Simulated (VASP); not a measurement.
Input of a VASP 6.6.1 run:

Contents of INCAR:

```
  ALGO = Fast
  EDIFF = 1E-6
  ENCUT = 520
  GGA = PS
  ISIF = 2
  ISMEAR = 0
  LASPH = T
  LCHARG = T
  LELF = T
  LREAL = F
  LVHAR = T
  LWAVE = F
  NBANDS = 18
  NELM = 80
  PREC = Accurate
  SIGMA = 0.15
```

Contents of KPOINTS:

```
k-points
0
Gamma
  18 18 10
```

Contents of POSCAR:

```
Ag
1.0
    2.9299980804      0.0000000000      0.0000000000
   -1.4649990402      2.5374527707      0.0000000000
    0.0000000000      0.0000000000      4.7900000000
Ag
2
Direct
    0.2467838437      0.9031242697      0.2500000000
    0.6666666667      0.3333333333      0.7500000000
```

Potentials or basis: VASP PAW PBE potentials, release 64 (Ag).

Launch:

```console
$ cat potpaw_PBE.64/Ag/POTCAR > POTCAR
$ mpirun -np 1 vasp_std > vasp.out
```

Task: Estimate the pressure.

Result: -4.4 GPa.

Task: What does it give for the band gap on the k mesh?

Result: Zero (bands 11 and 12 overlap by 7.33 eV).

Task: Estimate the largest force.

Result: 0.428 eV/Å.

Stress tensor (GPa, compression positive):
```
-7.89  2.10  0.00
 2.10 -5.36  0.00
 0.00  0.00  0.07
```

Caveat: the cell differs from its parent crystal (atom 1 (Ag) moved by (-0.600, +0.600) A along x and y); the stress differs along the axes, from -8 to 0 GPa; the PAW data sets were made with another functional, which shifts forces and pressure a little.
